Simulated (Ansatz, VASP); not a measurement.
# Ga3Se: VASP beside Ansatz

```xyz
8
Lattice="-4.2970 0.0000 0.0000 0.0000 4.2970 4.2970 0.0000 4.2970 -4.2970" Properties=species:S:1:pos:R:3 pbc="T T T"
Ga    0.0000    2.1485    2.1485
Ga    0.0000    2.1485   -2.1485
Ga   -2.1485    4.2970   -2.1485
Ga   -2.1485    4.2970    2.1485
Ga   -2.1485    2.1485    0.0000
Ga   -2.1485    6.4455    0.0000
Se    0.0000    0.0000    0.0000
Se    0.0000    4.2970    0.0000
```

Alike in both runs: task single point; functional PBEsol; k mesh 8 × 6 × 6; occupations gaussian, width 0.15 eV; no spin polarisation.

|  | VASP | Ansatz |
| --- | --- | --- |
| version | VASP 6.6.1 | Ansatz 0.2.0 |
| potentials or method | VASP PAW PBE potentials, release 64 (Ga_d, Se), cutoff 520 eV | scalar-relativistic, plane waves, PAW |
| valence electrons in the cell | 90 | 110 |

```tsv
	VASP	Ansatz	Ansatz less VASP
gap on the k mesh at the Fermi level (eV)	none	none	-
pressure (GPa)	0.1	0.0	-0.07
```

VASP's potentials were made for PBE, not for PBEsol. A gap of «none» marks a metal or a gap that the smearing closes. With one functional, cell and mesh, what is left measures potentials, basis and numerics. VASP's potentials hold 90 valence electrons a cell and Ansatz's 110, so a difference there can come from the potentials and not from the codes.
